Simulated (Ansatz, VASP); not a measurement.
Two plane-wave programs on WS2

```
CELL_PARAMETERS angstrom
3.10157 0.00000 0.00000
-1.55078 2.68604 0.00000
0.00000 0.00000 17.37451
ATOMIC_POSITIONS crystal
W 0.33333 0.66667 0.00000
S 0.66667 0.33333 0.90802
S 0.66667 0.33333 0.09198
```

Change from the starting cell: strain -0.025 along x and y, +0.025 along z, atoms carried along.

Alike in both runs: task single point; functional r2SCAN; k mesh 12 × 12 × 2; occupations gaussian, width 0.05 eV; no spin polarisation.

```csv
,VASP,Ansatz
version,VASP 6.6.1,Ansatz 0.2.0
potentials or method,"VASP PAW PBE potentials, release 64 (W_sv, S), cutoff 520 eV","scalar-relativistic, plane waves, PAW"
valence electrons in the cell,26,26
```

VASP gave:

```
gap on the k mesh at the Fermi level (eV) : 2.05
least direct gap on the mesh (eV)         : 2.35
rms of the force components (eV/Å)        : 0.097
```

**Question.** Which values does Ansatz return?

**Answer.** gap on the k mesh at the Fermi level (eV): 2.05; least direct gap on the mesh (eV): 2.34; rms of the force components (eV/Å): 0.109.

VASP's potentials were made for PBE, not for r2SCAN. Atom by atom the forces differ by 0.012 eV/Å (rms over components). With one functional, cell and mesh, what is left measures potentials, basis and numerics.

Spin-orbit coupling is off throughout.
